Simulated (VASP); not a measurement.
Write the native input for VASP 6.6.1 that does the following.

```yaml
Task: single point
Functional: LDA
Potentials_or_basis: VASP PAW LDA potentials, release 64 (W_sv, O)
Cutoff: 520 eV
k_mesh: 3 × 3 × 3
Occupations: gaussian, width 0.05 eV
Spin: no spin polarisation
Dipole_correction: no
Further_INCAR_settings: ALGO = Normal; EDIFF = 1e-06; NBANDS = 58
```

The structure of W3O lies in POSCAR:

```
W3O
1.0
    4.9801400000      0.0000000000      0.0000000000
    0.0000000000      4.9801400000      0.0000000000
    0.0000000000      0.0000000000      4.9801400000
W O
6 2
Direct
    0.4925200000      0.7497900000      0.9897600000
    0.0090700000      0.4894700000      0.7544400000
    0.2633000000      0.9928300000      0.5245600000
    0.4835900000      0.2309500000      0.0118900000
    0.9960600000      0.5091400000      0.2377200000
    0.7333500000      0.9841000000      0.5056400000
    0.4872200000      0.4908200000      0.5144700000
    0.9868400000      0.9998900000      0.9970600000
```

One way to write it, as run:

INCAR

```
PREC = Accurate ; ENCUT = 520
EDIFF = 1E-6 ; ISMEAR = 0
SIGMA = 0.05 ; LREAL = False
LASPH = True ; NELM = 80
ALGO = Normal ; ISIF = 2
LWAVE = False ; LCHARG = False
NBANDS = 58
```

KPOINTS

```
regular mesh
0
Gamma
  3 3 3
```

Potentials or basis: VASP PAW LDA potentials, release 64 (W_sv, O).

The run is started by

```bash
$ cat potpaw_LDA.64/W_sv/POTCAR potpaw_LDA.64/O/POTCAR > POTCAR
$ mpirun -np 1 vasp_std > vasp.out
```

It gave:

```
Pressure               : -21.9 GPa
Largest force          : 2.656 eV/Å
Band gap on the k mesh : zero (bands 48 and 49 overlap by 0.38 eV)
```

Caveat: the k points lie up to 0.42 Å⁻¹ apart; spin-orbit coupling is left out, which moves the levels of the heavy elements; forces of over 1 eV/Å act on the atoms, so gaps and moduli don't describe the material at rest.

Run time: 2.9 min on 1 thread of Intel Xeon 8259CL, on a shared host, peak memory 0.23 GiB.
